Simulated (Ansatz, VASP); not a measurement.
# BaTiO3 in VASP and in Ansatz

```
CELL_PARAMETERS angstrom
4.11979 0.00000 0.00000
0.00000 4.11979 0.00000
0.00000 0.00000 4.01800
ATOMIC_POSITIONS crystal
Ba 0.00000 0.00000 0.00000
Ti 0.50000 0.50000 0.48200
O 0.50000 0.50000 0.01600
O 0.50000 0.00000 0.51500
O 0.00000 0.50000 0.51500
```

Change from the starting cell: equal xx and yy strain of +3 %.

Alike in both runs: task single point; functional PBE; k mesh 7 × 7 × 7; occupations fermi-dirac, width 0.08 eV; no spin polarisation.

```csv
,VASP,Ansatz
version,VASP 6.6.1,Ansatz 0.2.0
potentials or method,"VASP PAW PBE potentials, release 64 (Ba_sv, Ti_sv, O), cutoff 520 eV","all-electron LAPW, scalar-relativistic"
```

```csv
,VASP,Ansatz,Ansatz less VASP
pressure (GPa),-4.6,-6.0,-1.40
"traceless stress, the component that is largest in VASP (GPa)",3.95,3.77,-0.179
rms of the force components (eV/Å),0.133,0.145,+0.0126
```

Atom by atom the forces differ by 0.022 eV/Å (rms over components). Ansatz ran all-electron here, and VASP with PAW potentials.

Neither program's run includes spin-orbit coupling.
